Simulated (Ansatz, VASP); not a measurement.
**One calculation of TaAs, two programs**

INCAR

```
SYSTEM = TaAs
PREC = Accurate
ENCUT = 520
EDIFF = 1E-7
ISMEAR = -1
SIGMA = 0.05
LREAL = .FALSE.
LASPH = .TRUE.
NELM = 100
ALGO = Normal
ISIF = 2
LWAVE = .FALSE.
LCHARG = .FALSE.
GGA = PE
NBANDS = 24
```

KPOINTS

```
Automatic mesh
0
G
  11 11 11
  0 0 0
```

Contents of POSCAR:

```
TaAs
1.0
   -1.6985427614      1.6985427614      5.7886353071
    1.6985427614     -1.6985427614      5.7886353071
    1.6985427614      1.6985427614     -5.7886353071
Ta As
2 2
Direct
    0.4999673000      0.4999673000      0.0000000000
    0.2499673000      0.7499673000      0.5000000000
    0.0826321200      0.0826321200      0.0000000000
    0.8326321200      0.3326321200      0.5000000000
```

Contents of input.yaml:

```yaml
crystal:
  lattice:
    - [-1.6985427614, 1.6985427614, 5.7886353071]
    - [1.6985427614, -1.6985427614, 5.7886353071]
    - [1.6985427614, 1.6985427614, -5.7886353071]
  atoms:
    - { symbol: Ta, position: [0.4999673, 0.4999673, 0.0] }
    - { symbol: Ta, position: [0.2499673, 0.7499673, 0.5] }
    - { symbol: As, position: [0.08263212, 0.08263212, 0.0] }
    - { symbol: As, position: [0.83263212, 0.33263212, 0.5] }
kpoints:
  mp_grid: { grid: [11, 11, 11] }
scf:
  occupations: { method: fermi_dirac, width: 0.05 }
hamiltonian:
  xc: pbe
  pseudopotentials: { kind: all_electron, lapw: { basis_error: 0.001 } }
output:
  forces: true
  stress: true
  eigenvalues: true
```

Change from the starting cell: volume scaled by 0.96.

Alike in both runs: task single point; functional PBE; k mesh 11 × 11 × 11; occupations fermi-dirac, width 0.05 eV; no spin polarisation.

```csv
,VASP,Ansatz
version,VASP 6.6.1,Ansatz 0.2.0
potentials or method,"VASP PAW PBE potentials, release 64 (Ta_pv, As), cutoff 520 eV","all-electron LAPW, scalar-relativistic"
```

```tsv
	VASP	Ansatz	Ansatz less VASP
gap on the k mesh at the Fermi level (eV)	none	none	-
pressure (GPa)	11.0	10.5	-0.57
traceless stress, the component that is largest in VASP (GPa)	-1.58	-1.51	+0.064
rms of the force components (eV/Å)	0.028	0.027	-0.0015
```

Atom by atom the forces differ by 0.001 eV/Å (rms over components). A gap of «none» marks a metal or a gap that the smearing closes. Ansatz ran all-electron here, and VASP with PAW potentials.

Neither program's run includes spin-orbit coupling.
